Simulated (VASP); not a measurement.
Runs of VASP 6.6.1 on Zn. The structure is that of space group P6_3/mmc (No. 194), or close to it. The cells are those of the table. 

```tsv
task	cell	k mesh	cutoff (eV)	gap on the mesh (eV)	pressure (GPa)
single point	a = 2.517, b = 2.517, c = 5.280 Å, angles 90.0, 90.0, 120.0°, 2 atoms	24 × 24 × 10	520	none	(a)
single point	a = 2.532, b = 2.532, c = 4.171 Å, angles 90.0, 90.0, 120.0°, 2 atoms	18 × 18 × 10	520	none	(b)
single point	a = 2.569, b = 2.569, c = 5.021 Å, angles 90.0, 90.0, 120.0°, 2 atoms	24 × 24 × 10	520	none	2.5
single point	a = 2.448, b = 2.448, c = 4.011 Å, angles 90.0, 90.0, 120.0°, 2 atoms	18 × 18 × 10	520	none	61.6
single point	a = 2.614, b = 2.614, c = 5.163 Å, angles 90.0, 90.0, 120.0°, 2 atoms	18 × 18 × 8	520	none	-2.6
single point	a = 2.595, b = 2.595, c = 4.991 Å, angles 90.0, 90.0, 120.0°, 2 atoms	18 × 18 × 8	520	none	0.5
relaxation of cell and atoms	relaxed to 60 GPa from a = 2.465, b = 2.465, c = 4.061 Å, angles 90.0, 90.0, 120.0°, 2 atoms	18 × 18 × 10	600	none	60.0
single point	a = 2.568, b = 2.568, c = 4.661 Å, angles 90.0, 90.0, 120.0°, 2 atoms	18 × 18 × 8	520	none	8.6
```

Alike in all rows: level r2SCAN; potentials or basis VASP PAW PBE potentials, release 64 (Zn); no spin polarisation; smearing gaussian 0.1 eV.

Task: Fill in the values left out.

Result: (a) 4.7; (b) 31.1.

Caveats: the PAW data sets were made with another functional, which shifts forces and pressure a little; the cell is relaxed towards a set pressure, so the enthalpy falls and the energy may rise (some runs).

A gap of «none» marks levels without a gap at the run's occupations.
